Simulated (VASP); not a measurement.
Crystal: MnO.

```
Mn O
1.0
     0.00000    2.22391    2.22391
     2.22391    0.00000    2.22391
     2.22391    2.22391    0.00000
Mn O
1 1
Direct
  0.00000 0.00000 0.00000
  0.50000 0.50000 0.50000
```

- Program: VASP 6.6.1
- Task: relaxation of cell and atoms
- Functional: revPBE
- Potentials or basis: VASP PAW PBE potentials, release 64 (Mn_pv, O)
- Cutoff: 600 eV
- k mesh: 10 × 10 × 10
- Occupations: fermi-dirac, width 0.05 eV
- Spin: collinear spin, ferromagnetic start
- Starting moments: [4.0, 0.0] μB

At the start: pressure 4.1 GPa; volume 11.00 Å³/atom.

Q: Where does the relaxation end?

A: Over 3 steps the energy falls by 5.2 meV/atom and the volume is 11.42 Å³/atom (+3.8 %); space group Fm-3m (No. 225, to 0.05 Å); moment 4.89 μB per cell.

The path:
```
step  energy change (eV)  largest force (eV/Å)  pressure (GPa)  volume (Å³)
   1              0.0000                0.0000            4.15        22.00
   2             -0.0103                0.0000           -0.32        22.92
   3             -0.0104                0.0000           -0.01        22.84
```

Final structure:
```xyz
2
Lattice="0.0000 2.2520 2.2520 2.2520 0.0000 2.2520 2.2520 2.2520 0.0000" Properties=species:S:1:pos:R:3 pbc="T T T"
Mn    0.0000    0.0000    0.0000
O     2.2520    2.2520    2.2520
```

Caveat: the PAW data sets were made with another functional, which shifts forces and pressure a little; a cell with one magnetic atom can't hold antiferromagnetic order, which such compounds often take.
